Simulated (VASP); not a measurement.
# Zn (Fd-3m) in VASP: further runs

The runs below take Zn through single point, relaxation of cell and atoms, with revPBE.

Program: VASP 6.6.1. These are calculated values, not measurements. Logs are shortened: lines on timing, memory, paths and dates and some standing lists are left out, and cuts for length are marked.

## (1) The cell of the first run

It takes space group Fd-3m (No. 227, cubic). Conventional cell: a = 5.931 Å, b = 5.931 Å, c = 5.931 Å, α = 90.00°, β = 90.00°, γ = 90.00°. Zn (site symmetry -43m) has 4 Zn at 2.57 Å within 3.4 Å.

## (2) Single point, revPBE

INCAR reads:

```
SYSTEM = Zn
PREC = Accurate
ENCUT = 520
EDIFF = 1E-7
ISMEAR = -1
SIGMA = 0.1
LREAL = .False.
LASPH = .True.
NELM = 100
ALGO = Normal
ISIF = 2
LWAVE = .False.
LCHARG = .True.
GGA = RE
LELF = .True.
LVHAR = .True.
NBANDS = 19
```

KPOINTS reads:

```
regular mesh
0
Gamma
  10 10 10
  0 0 0
```

POSCAR reads:

```
Zn
1.0
    0.0000000000      2.9654737158      2.9654737158
    2.9654737158      0.0000000000      2.9654737158
    2.9654737158      2.9654737158      0.0000000000
Zn
2
Direct
    0.1250000000      0.1250000000      0.1250000000
    0.8750000000      0.8750000000      0.8750000000
```

Potentials or basis: VASP PAW PBE potentials, release 64 (Zn).

The run is started by

```sh
> cat potpaw_PBE.64/Zn/POTCAR > POTCAR
> mpirun -np 1 vasp_std > vasp.out
```

OUTCAR:

```text
SYSTEM = Zn
   PREC = Accurate
   ENCUT = 520
   EDIFF = 1E-7
   ISMEAR = -1
   LREAL = .False.
   LASPH = .True.
   NELM = 100
   ISIF = 2
   GGA = RE

 ion  position               nearest neighbor table
   1  0.125  0.125  0.125-   2 2.57   2 2.57   2 2.57   2 2.57
   2  0.875  0.875  0.875-   1 2.57   1 2.57   1 2.57   1 2.57

  LATTYP: Found a face centered cubic cell.
 ALAT       =     5.9309474316

  Lattice vectors:

 A1 = (   0.0000000000,   2.9654737158,   2.9654737158)
 A2 = (   2.9654737158,   0.0000000000,   2.9654737158)
 A3 = (   2.9654737158,   2.9654737158,   0.0000000000)

Analysis of symmetry for initial positions (statically):
=====================================================================
 Subroutine PRICEL returns:
 Original cell was already a primitive cell.

 Routine SETGRP: Setting up the symmetry group for a
 face centered cubic supercell.

 Subroutine GETGRP returns: Found 48 space group operations
 (whereof 12 operations were pure point group operations)
 out of a pool of 48 trial point group operations.

The static configuration has the point symmetry D_3d.
 The point group associated with its full space group is O_h .

Analysis of symmetry for dynamics (positions and initial velocities):
=====================================================================
 Subroutine PRICEL returns:
 Original cell was already a primitive cell.

 Routine SETGRP: Setting up the symmetry group for a
 face centered cubic supercell.

 Subroutine GETGRP returns: Found 48 space group operations
 (whereof 12 operations were pure point group operations)
 out of a pool of 48 trial point group operations.

The dynamic configuration has the point symmetry D_3d.
 The point group associated with its full space group is O_h .

 Subroutine INISYM returns: Found 48 space group operations
 (whereof 12 operations are pure point group operations),
 and found     1 'primitive' translations

----------------------------------------------------------------------------------------

                                     Primitive cell

  volume of cell :      52.1570

  direct lattice vectors                    reciprocal lattice vectors
     0.000000000  2.965473716  2.965473716    -0.168607126  0.168607126  0.168607126
     2.965473716  0.000000000  2.965473716     0.168607126 -0.168607126  0.168607126
     2.965473716  2.965473716  0.000000000     0.168607126  0.168607126 -0.168607126
[... 80 lines left out ...]
   LSORBIT =      F    spin-orbit coupling
   LASPH  =      T    aspherical Exc in radial PAW
   ENCUT  =  520.0 eV  38.22 Ry    6.18 a.u.   7.80  7.80  7.80*2*pi/ulx,y,z
   NELM   =    100;   NELMIN=  2; NELMDL= -5     # of ELM steps
   EDIFF  = 0.1E-06   stopping-criterion for ELM
   LREAL  =      F    real-space projection
   EDIFFG = 0.1E-05   stopping-criterion for IOM
   NSW    =      0    number of steps for IOM
   IBRION =     -1    ionic relax: 0-MD 1-quasi-New 2-CG
   NFREE  =      0    steps in history (QN), initial steepest desc. (CG)
   ISIF   =      2    stress and relaxation
   ISYM   =      2    0-nonsym 1-usesym 2-fastsym
   POTIM  = 0.5000    time-step for ionic-motion
   TEBEG  =    0.0;   TEEND  =   0.0 temperature during run
   PSTRESS=    0.0 pullay stress
   NELECT =      24.0000    total number of electrons
   NUPDOWN=      -1.0000    fix difference up-down
   EMIN   =  10.00;   EMAX   =-10.00  energy-range for DOS
   EFERMI =   0.00;   METHOD = LEGACY
   ISMEAR =    -1;   SIGMA  =   0.10  broadening in eV -4-tet -1-fermi 0-gaus
   EFERMI_NEDOS =   21; number of points for ismear=-14 and -15
   IALGO  =     38    algorithm
   IMIX   =      4    mixing-type and parameters
     AMIX     =   0.40;   BMIX     =  1.00
     AMIX_MAG =   1.60;   BMIX_MAG =  1.00
  volume/ion in A,a.u.               =      26.08       175.99
  Fermi-wavevector in a.u.,A,eV,Ry     =   1.263886  2.388398 21.734046  1.597407
  Thomas-Fermi vector in A             =   2.397220
   LORBIT       =      0    0 simple, 1 ext, 2 COOP (PROOUT), +10 PAW based schemes
   GGA     = RE    functional components
   LHFCALC =     F    Hartree Fock is set to
   AEXX    =    0.0000 exact exchange contribution
   IVDW    =     0    specifies the selected vdW correction
   LEPSILON=     F    determine dielectric tensor
   LRPA    =     F    only Hartree local field effects (RPA)
 non-spin polarized calculation
  energy-cutoff  :      520.00
  volume of cell :       52.16
 maximum number of plane-waves:      1422
   NGX = 15   NGY = 15   NGZ = 15

 number of electron      23.9999972 magnetization

 Free energy of the ion-electron system (eV)
  ---------------------------------------------------
  ext. energy  EPLUGINS =         0.00000000
  ---------------------------------------------------
  free energy    TOTEN  =        -0.78337842 eV

  energy without entropy =       -0.74736536  energy(sigma->0) =       -0.76537189

 E-fermi :   0.2050     XC(G=0):  -8.5823

 val. band max:        0.1639769251   @ k =  -0.4000   0.4000   0.1000
 cond. band min:       0.2056390168   @ k =  -0.3000   0.3000   0.1000
 fundamental gap:      0.0416620917
 Fermi energy:         0.2049646180

 k-point     1 :       0.0000    0.0000    0.0000
  band No.  band energies     occupation
      1      -7.2354      2.00000
      2      -7.2354      2.00000
      3      -7.2354      2.00000
      4      -7.1989      2.00000
      5      -7.1989      2.00000
      6      -7.0726      2.00000
[... 505 lines left out ...]
      6      -6.9307      2.00000
[... 11 lines left out ...]
     18      11.3845      0.00000
     19      14.2599      0.00000

 [... further k-points ...]

------------------------ aborting loop because EDIFF is reached ----------------------------------------

  FORCE on cell =-STRESS in cart. coord.  units (eV):
  Direction    XX          YY          ZZ          XY          YZ          ZX
  --------------------------------------------------------------------------------------
  -------------------------------------------------------------------------------------
  Total        0.0348775      0.0348775      0.0348775     -0.0000000      0.0000000      0.0000000
  in kB        1.0713790      1.0713790      1.0713790     -0.0000000      0.0000000      0.0000000
  external PRESSURE =       1.0713790 kB  Pullay stress =       0.0000000 kB

 VOLUME and BASIS-vectors are now :
 -----------------------------------------------------------------------------
  energy-cutoff  :      520.00
  volume of cell :       52.16
      direct lattice vectors                 reciprocal lattice vectors
     0.000000000  2.965473716  2.965473716    -0.168607126  0.168607126  0.168607126
     2.965473716  0.000000000  2.965473716     0.168607126 -0.168607126  0.168607126
     2.965473716  2.965473716  0.000000000     0.168607126  0.168607126 -0.168607126

 POSITION                                       TOTAL-FORCE (eV/Angst)
 -----------------------------------------------------------------------------------
      0.74137      0.74137      0.74137         0.000000      0.000000      0.000000
      5.18958      5.18958      5.18958        -0.000000     -0.000000     -0.000000
 -----------------------------------------------------------------------------------
    total drift:                                0.000000      0.000000     -0.000000

  FREE ENERGIE OF THE ION-ELECTRON SYSTEM (eV)
  ---------------------------------------------------
  free  energy   TOTEN  =        -0.7833784232 eV

  energy  without entropy=       -0.7473653632  energy(sigma->0) =       -0.76537189
```

OSZICAR:

```text
N       E                     dE             d eps       ncg     rms          rms(c)
DAV:   1     0.114574710979E+03    0.11457E+03   -0.11813E+04  1794   0.164E+03
DAV:   2     0.503528237866E+01   -0.10954E+03   -0.10687E+03  1800   0.283E+02
DAV:   3    -0.799647645719E+00   -0.58349E+01   -0.58175E+01  2003   0.713E+01
DAV:   4    -0.847330544178E+00   -0.47683E-01   -0.47674E-01  1942   0.725E+00
DAV:   5    -0.847414309329E+00   -0.83765E-04   -0.83764E-04  1944   0.259E-01    0.196E+00
DAV:   6    -0.783459700961E+00    0.63955E-01   -0.31886E-01  2117   0.974E+00    0.157E+00
DAV:   7    -0.783141826248E+00    0.31787E-03   -0.11759E-02  1920   0.140E+00    0.782E-01
DAV:   8    -0.783272846485E+00   -0.13102E-03   -0.30396E-03  1910   0.430E-01    0.363E-02
DAV:   9    -0.783368287472E+00   -0.95441E-04   -0.18068E-04  1944   0.101E-01    0.339E-02
DAV:  10    -0.783378475564E+00   -0.10188E-04   -0.21516E-05  1908   0.345E-02    0.355E-03
DAV:  11    -0.783378423215E+00    0.52349E-07   -0.74951E-07  1778   0.683E-03
   1 F= -.78337842E+00 E0= -.76537189E+00  d E =-.360131E-01
```

Run time: 33 s. Hardware: 1 thread of Intel Xeon Platinum 8259CL at 2.50GHz (Skylake/Cascade Lake), shared host; peak memory 0.18 GiB.

Results:

- Free energy: -0.7834 eV
- Pressure: 0.1 GPa
- Band gap on the k mesh: zero (band 12 reaches 5.15 eV, above the bottom of band 13 at -0.30 eV)

Levels at points of the mesh, in eV from the Fermi level:
```
           k point  band 9  band 10  band 11  band 12  band 13  band 14  band 15  band 16
(0.00, 0.00, 0.00)   -6.91    -6.74    -6.74     4.94     4.94     4.94     6.43     6.43
(0.50, 0.00, 0.00)   -6.74    -6.74    -4.59    -2.87     3.24     3.24     5.27     7.19
(0.50, 0.50, 0.00)   -6.70    -6.70    -3.12    -3.12     1.17     1.17     4.21     4.21
```

Caveat: the PAW data sets were made with another functional, which shifts forces and pressure a little.

## (3) Single point, revPBE (volume scaled by 1.04)

INCAR reads:

```
PREC     = Accurate       # precision mode
ENCUT    = 520            # plane-wave cutoff, eV
EDIFF    = 1E-7           # SCF threshold, eV
ISMEAR   = -1             # smearing method
SIGMA    = 0.1            # smearing width, eV
LREAL    = F              # projectors in reciprocal space
LASPH    = T              # aspherical terms in the spheres
NELM     = 60             # most SCF steps
ALGO     = Normal         # electronic algorithm
ISIF     = 2              # what is computed and relaxed
LWAVE    = F              # write WAVECAR
LCHARG   = F              # write CHGCAR
GGA      = RE             # functional
NBANDS   = 19             # bands
```

KPOINTS reads:

```
Automatic mesh
0
Gamma
  10 10 10
```

POSCAR reads:

```
Zn
1.0
    0.0000000000      3.0044975820      3.0044975820
    3.0044975820      0.0000000000      3.0044975820
    3.0044975820      3.0044975820      0.0000000000
Zn
2
Direct
    0.1250000000      0.1250000000      0.1250000000
    0.8750000000      0.8750000000      0.8750000000
```

Potentials or basis: VASP PAW PBE potentials, release 64 (Zn).

The run is started by

```sh
> cat potpaw_PBE.64/Zn/POTCAR > POTCAR
> mpirun -np 1 vasp_std > vasp.out
```

Wall time 32 s (1 thread of Intel Xeon Platinum 8259CL at 2.50GHz (Skylake/Cascade Lake), shared host); peak memory 0.18 GiB.

The run converged. Its results:

```yaml
Free_energy: -0.7802 eV
Pressure: -0.6 GPa
Band_gap_on_the_k_mesh: zero (band 12 reaches 4.86 eV, above the bottom of band 13 at -0.37 eV)
```

Levels at points of the mesh, in eV from the Fermi level:
```csv
k point,band 10,band 11,band 12,band 13,band 14,band 15
"(0.00, 0.00, 0.00)",-6.74,-6.74,4.77,4.77,4.77,6.09
"(0.50, 0.00, 0.00)",-6.74,-4.57,-2.80,3.13,3.13,4.99
"(0.50, 0.50, 0.00)",-6.70,-3.11,-3.11,1.16,1.16,4.11
```

Caveat: the PAW data sets were made with another functional, which shifts forces and pressure a little.

## (4) Single point, revPBE (volume scaled by 1.08)

INCAR reads:

```
SYSTEM = Zn
ALGO = Normal
EDIFF = 1E-7
ENCUT = 520
GGA = RE
ISIF = 2
ISMEAR = -1
LASPH = .True.
LCHARG = .False.
LREAL = .False.
LWAVE = .False.
NBANDS = 19
NELM = 100
PREC = Accurate
SIGMA = 0.1
```

KPOINTS reads:

```
k-points
0
Gamma
  10 10 10
  0 0 0
```

POSCAR reads:

```
Zn
1.0
    0.0000000000      3.0425332347      3.0425332347
    3.0425332347      0.0000000000      3.0425332347
    3.0425332347      3.0425332347      0.0000000000
Zn
2
Direct
    0.1250000000      0.1250000000      0.1250000000
    0.8750000000      0.8750000000      0.8750000000
```

The run is started by

```sh
> cat potpaw_PBE.64/Zn/POTCAR > POTCAR
> mpirun -np 1 vasp_std > vasp.out
```

Wall time 31 s (1 thread of Intel Xeon Platinum 8259CL at 2.50GHz (Skylake/Cascade Lake), shared host); peak memory 0.19 GiB.

Results (log left out):

```yaml
Free_energy: -0.7688 eV
Pressure: -1.2 GPa
Band_gap_on_the_k_mesh: zero (band 12 reaches 4.58 eV, above the bottom of band 13 at -0.44 eV)
```

Levels at points of the mesh, in eV from the Fermi level:
```csv
k point,band 10,band 11,band 12,band 13,band 14,band 15
"(0.00, 0.00, 0.00)",-6.75,-6.75,4.61,4.61,4.61,5.70
"(0.50, 0.00, 0.00)",-6.74,-4.55,-2.73,3.03,3.03,4.74
"(0.50, 0.50, 0.00)",-6.71,-3.11,-3.11,1.14,1.14,4.01
```

Caveat: the PAW data sets were made with another functional, which shifts forces and pressure a little.

(Continued in part 2 of 3.)
